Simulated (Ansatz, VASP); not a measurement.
## Cd: VASP beside Ansatz

```
CELL_PARAMETERS angstrom
3.03983 0.00000 0.00000
-1.51992 2.63257 0.00000
0.00000 0.00000 3.15531
ATOMIC_POSITIONS crystal
Cd 0.00000 0.00000 0.00000
```

Alike in both runs: functional PBE; k mesh 14 × 14 × 13; occupations fermi-dirac, width 0.1 eV; no spin polarisation.

Ansatz relaxed the structure, and its values are those at the end. VASP's run is a single point on that final structure, the one shown.

|  | VASP | Ansatz |
| --- | --- | --- |
| version | VASP 6.6.1 | Ansatz 0.2.0 |
| potentials or method | VASP PAW PBE potentials, release 64 (Cd) | PAW with Ansatz's default frozen-core files, scalar-relativistic |
| plane-wave cutoff (eV) | 520 | 420 |
| valence electrons in the cell | 12 | 20 |

|  | VASP | Ansatz | Ansatz less VASP |
| --- | --- | --- | --- |
| pressure (GPa) | 0.2 | 0.0 | -0.21 |

VASP's potentials hold 12 valence electrons a cell and Ansatz's 20, so a difference there can come from the potentials and not from the codes.
